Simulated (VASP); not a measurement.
A run of VASP 6.6.1 is set up as follows.

File POSCAR:

```
Al
1.0
    4.8891890322      0.0000000000      0.0000000000
   -2.4445945161      4.2341619057      0.0000000000
    0.0000000000      0.0000000000     23.9143574383
Al
12
Selective dynamics
Direct
    0.0000000000      0.3333333333      0.3554350152  F F F
    0.3333333333      0.0000000000      0.3554350152  F F F
    0.6666666667      0.6666666667      0.3554350152  F F F
    0.3333333333      0.3333333333      0.4518116717  F F F
    0.6666666667      0.0000000000      0.4518116717  F F F
    0.0000000000      0.6666666667      0.4518116717  F F F
    0.6666666667      0.3333333333      0.5481883283  T T T
    0.0000000000      0.0000000000      0.5481883283  T T T
    0.3333333333      0.6666666667      0.5481883283  T T T
    0.0000000000      0.3333333333      0.6445649848  T T T
    0.3333333333      0.0000000000      0.6445649848  T T T
    0.6666666667      0.6666666667      0.6445649848  T T T
```

INCAR.step1

```
SYSTEM = Al
PREC     = Accurate       ! precision mode
ENCUT    = 520            ! plane-wave cutoff, eV
ISMEAR   = 0              ! smearing method
SIGMA    = 0.1            ! smearing width, eV
LREAL    = .FALSE.        ! projectors in reciprocal space
LASPH    = .TRUE.         ! aspherical terms in the spheres
NELM     = 60             ! most SCF steps
LDIPOL   = .TRUE.       
IDIPOL   = 3            
DIPOL    = 0.5 0.5 0.500
GGA      = PE             ! functional
ALGO     = Normal         ! electronic algorithm
EDIFF    = 1E-4           ! SCF threshold, eV
LWAVE    = .TRUE.         ! write WAVECAR
LCHARG   = .FALSE.        ! write CHGCAR
KPAR     = 4
```

Contents of INCAR.step2:

```
SYSTEM = Al
PREC     = Accurate       ! precision mode
ENCUT    = 520            ! plane-wave cutoff, eV
EDIFF    = 1E-6           ! SCF threshold, eV
ISMEAR   = 0              ! smearing method
SIGMA    = 0.1            ! smearing width, eV
LREAL    = .FALSE.        ! projectors in reciprocal space
LASPH    = .TRUE.         ! aspherical terms in the spheres
NELM     = 60             ! most SCF steps
ALGO     = Normal         ! electronic algorithm
ISIF     = 2              ! what is computed and relaxed
LWAVE    = .FALSE.        ! write WAVECAR
LCHARG   = .FALSE.        ! write CHGCAR
LDIPOL   = .TRUE.       
IDIPOL   = 3            
DIPOL    = 0.5 0.5 0.500
METAGGA  = R2SCAN         ! meta-GGA
LMIXTAU  = .TRUE.       
IBRION   = 2              ! ionic algorithm
NSW      = 90             ! ionic steps
EDIFFG   = -0.03          ! ionic threshold
ISTART   = 1            
KPAR     = 4
```

File KPOINTS:

```
Automatic mesh
0
G
  6 6 1
  0 0 0
```

Potentials or basis: VASP PAW PBE potentials, release 64 (Al).

Command:

```bash
$ cat potpaw_PBE.64/Al/POTCAR > POTCAR
$ cp INCAR.step1 INCAR
$ mpirun -np 4 vasp_std > vasp.out
$ cp INCAR.step2 INCAR
$ mpirun -np 4 vasp_std > vasp.out
```

(1) Estimate the band gap on the k mesh.

(2) Predict the energy gained by relaxing.

Answers

(1) zero (bands 18 and 19 overlap by 1.15 eV).

(2) 2.7 meV/atom.
